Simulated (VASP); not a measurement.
The system is InPd.

```
In Pd
1.0
     4.70210    0.00000    0.00000
     0.00000    3.11168    0.00000
     0.00000    0.00000    4.80088
In Pd
2 2
Cartesian
  3.5266 0.0000 3.2982
  1.1755 0.0000 1.5027
  3.5266 1.5558 0.9026
  1.1755 1.5558 3.8983
```

| Property | Result |
| --- | --- |
| Program | VASP 6.6.1 |
| Task | relaxation of cell and atoms |
| Functional | PBE |
| Potentials or basis | VASP PAW PBE potentials, release 64 (In_d, Pd) |
| Cutoff | 500 eV |
| k mesh | 4 × 6 × 4 |
| Occupations | gaussian, width 0.1 eV |
| Spin | no spin polarisation |

At the start: pressure 3.6 GPa; volume 17.56 Å³/atom.

Question: How do energy, volume and symmetry change on relaxing?

Answer: Over 23 steps the energy falls by 54.8 meV/atom and the volume is 18.05 Å³/atom (+2.8 %); space group Pmma (No. 51, to 0.1 Å) before and after.

The path:
```tsv
step	energy change (eV)	largest force (eV/Å)	pressure (GPa)	volume (Å³)
1	0.0000	0.9052	3.58	70.24
2	-0.0699	0.4993	-3.00	74.31
3	-0.0724	0.5531	-2.09	73.63
4	-0.1209	0.2644	-0.75	72.67
5	-0.1330	0.3686	0.56	71.95
6	-0.1492	0.2859	-0.12	72.34
7	-0.1647	0.1565	-1.32	73.15
8	-0.1770	0.1374	-0.04	72.30
9	-0.1820	0.1153	1.90	71.12
10	-0.1863	0.0937	2.03	71.04
11	-0.1944	0.0970	2.45	70.79
12	-0.1928	0.2221	3.44	70.27
13	-0.1966	0.1462	2.84	70.58
14	-0.2112	0.1482	1.08	71.57
15	-0.2146	0.1477	-0.23	72.38
16	-0.2156	0.1236	-0.23	72.38
17	-0.2175	0.0516	-0.21	72.37
18	-0.2169	0.1109	-0.16	72.37
19	-0.2180	0.0537	-0.19	72.37
20	-0.2184	0.0511	0.08	72.19
21	-0.2184	0.0502	0.20	72.11
22	-0.2187	0.0411	0.16	72.13
23	-0.2192	0.0281	0.05	72.20
```

Final structure:
```
In Pd
1.0
     4.76472    0.00000    0.00000
     0.00000    3.16873    0.00000
     0.00000    0.00000    4.78235
In Pd
2 2
Direct
  0.75000 0.00000 0.74315
  0.25000 0.00000 0.25685
  0.75000 0.50000 0.24113
  0.25000 0.50000 0.75887
```
